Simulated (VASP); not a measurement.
Set up this calculation in VASP 6.6.1, as the native input.

| Property | Result |
| --- | --- |
| Task | single point |
| Functional | PBEsol |
| Potentials or basis | VASP PAW PBE potentials, release 64 (Cs_sv, Pb_d, Cl) |
| Cutoff | 520 eV |
| k mesh | 6 × 6 × 6 |
| Occupations | gaussian, width 0.05 eV |
| Spin | no spin polarisation |
| Dipole correction | no |
| Further INCAR settings | ALGO = Normal; EDIFF = 1e-06; NBANDS = 30 |

The structure of CsPbCl3 lies in POSCAR:

```
CsPbCl3
1.0
    5.7311125000      0.0000000000      0.0000000000
    0.0000000000      5.4788875000      0.0000000000
    0.0000000000      0.0000000000      5.6050000000
Cs Pb Cl
1 1 3
Direct
    0.0000000000      0.0000000000      0.0000000000
    0.5000000000      0.5000000000      0.5000000000
    0.0000000000      0.5000000000      0.5000000000
    0.5000000000      0.0000000000      0.5000000000
    0.5000000000      0.5000000000      0.0000000000
```

This cell differs from its parent crystal: strain +0.0225 x Voigt [1, -1, 0, 0, 0, 0].

The input as run:

INCAR

```
SYSTEM = CsPbCl3
PREC     = Accurate       ! precision mode
ENCUT    = 520            ! plane-wave cutoff, eV
EDIFF    = 1E-6           ! SCF threshold, eV
ISMEAR   = 0              ! smearing method
SIGMA    = 0.05           ! smearing width, eV
LREAL    = .FALSE.        ! projectors in reciprocal space
LASPH    = .TRUE.         ! aspherical terms in the spheres
NELM     = 60             ! most SCF steps
ALGO     = Normal         ! electronic algorithm
ISIF     = 2              ! what is computed and relaxed
LWAVE    = .FALSE.        ! write WAVECAR
LCHARG   = .FALSE.        ! write CHGCAR
GGA      = PS             ! functional
NBANDS   = 30             ! bands
```

KPOINTS

```
Automatic mesh
0
G
  6 6 6
  0 0 0
```

Potentials or basis: VASP PAW PBE potentials, release 64 (Cs_sv, Pb_d, Cl).

Launch:

```bash
$ cat potpaw_PBE.64/Cs_sv/POTCAR potpaw_PBE.64/Pb_d/POTCAR potpaw_PBE.64/Cl/POTCAR > POTCAR
$ mpirun -np 1 vasp_std > vasp.out
```

It gave:

```yaml
Pressure: 0.3 GPa
Band_gap_on_the_k_mesh: 1.62 eV
```

Caveat: the cell differs from its parent crystal (strain +0.0225 x Voigt [1, -1, 0, 0, 0, 0]); the PAW data sets were made with another functional, which shifts forces and pressure a little; spin-orbit coupling is left out, which moves the levels of the heavy elements.

Wall time 3.4 min on 1 thread of AMD EPYC 9R45 96-Core Processor (Zen 5), on a shared host, peak memory 0.44 GiB.
